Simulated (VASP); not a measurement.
A run of VASP 6.6.1:

POSCAR

```
Hf
1.0
    0.0000000000      2.2200000000      2.2200000000
    2.2200000000      0.0000000000      2.2200000000
    2.2200000000      2.2200000000      0.0000000000
Hf
1
Direct
    0.0000000000      0.0000000000      0.0000000000
```

Contents of INCAR.step1:

```
SYSTEM = Hf
ALGO = Normal
EDIFF = 1E-5
ENCUT = 520
GGA = PE
ISIF = 2
ISMEAR = -1
LASPH = .True.
LCHARG = .False.
LREAL = .False.
LWAVE = .True.
NBANDS = 11
NELM = 80
PREC = Accurate
SIGMA = 0.05
```

INCAR.step2

```
SYSTEM = Hf
AEXX = 0.25
ALGO = Normal
EDIFF = 1E-6
ENCUT = 520
GGA = PS
ISIF = 2
ISMEAR = -1
ISTART = 1
LASPH = .True.
LCHARG = .False.
LHFCALC = .True.
LREAL = .False.
LWAVE = .False.
NBANDS = 11
NELM = 80
PREC = Accurate
PRECFOCK = Normal
SIGMA = 0.05
```

The input KPOINTS:

```
k-points
0
Gamma
  5 5 5
  0 0 0
```

Potentials or basis: VASP PAW PBE potentials, release 64 (Hf_pv).

The run is started by

```sh
$ cat potpaw_PBE.64/Hf_pv/POTCAR > POTCAR
$ cp INCAR.step1 INCAR
$ mpirun -np 1 vasp_std > vasp.out
$ cp INCAR.step2 INCAR
$ mpirun -np 1 vasp_std > vasp.out
```

Hardware: 1 thread of Intel(R) Xeon(R) 6975P-C (Granite Rapids), on a shared host.

**Question.** Estimate the wall time of this run.

**Answer.** Wall time 100 s on 1 thread of Intel(R) Xeon(R) 6975P-C (Granite Rapids), with other jobs on the host, peak memory 0.15 GiB. Counts: k points 10.
